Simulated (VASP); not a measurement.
Runs of VASP 6.6.1 on GaAs (zincblende type). The structure is that of space group F-43m (No. 216), or close to it. The cells are those of the table. 

```tsv
task	cell	cutoff (eV)	gap on the mesh (eV)	pressure (GPa)
relaxation of cell and atoms	relaxed from a = 4.098 Å, angles 60.0°, 2 atoms	600	0.94	0.0
single point	a = 3.453 Å, angles 60.0°, 2 atoms	520	0.56	(a)
single point	a = 3.283 Å, angles 60.0°, 2 atoms	520	none	161.5
single point	a = 3.591 Å, angles 60.0°, 2 atoms	520	0.96	50.0
single point	a = 4.007 Å, angles 60.0°, 2 atoms	520	0.94	0.1
single point	a = 3.925 Å, angles 60.0°, 2 atoms	520	(b)	5.3
single point	a = 3.719 Å, angles 60.0°, 2 atoms	520	1.26	27.1
```

Alike in all rows: level r2SCAN; potentials or basis VASP PAW PBE potentials, release 64 (Ga_d, As); no spin polarisation; k mesh 11 × 11 × 11; smearing fermi-dirac 0.08 eV.

**Question.** Estimate the missing entries.

**Answer.** (a) 87.5; (b) 1.45.

Caveats: the PAW data sets were made with another functional, which shifts forces and pressure a little; an odd mesh through Γ misses points on the zone boundary, where band edges can lie (at least some runs); the cell stands under pressure (at least some runs); semilocal functionals underestimate gaps, and a narrow one can read as zero (at least some runs).

A k mesh can miss the band edges, and the runs leave out spin-orbit coupling on As, Ga.

A gap of «none» marks levels without a gap at the run's occupations.
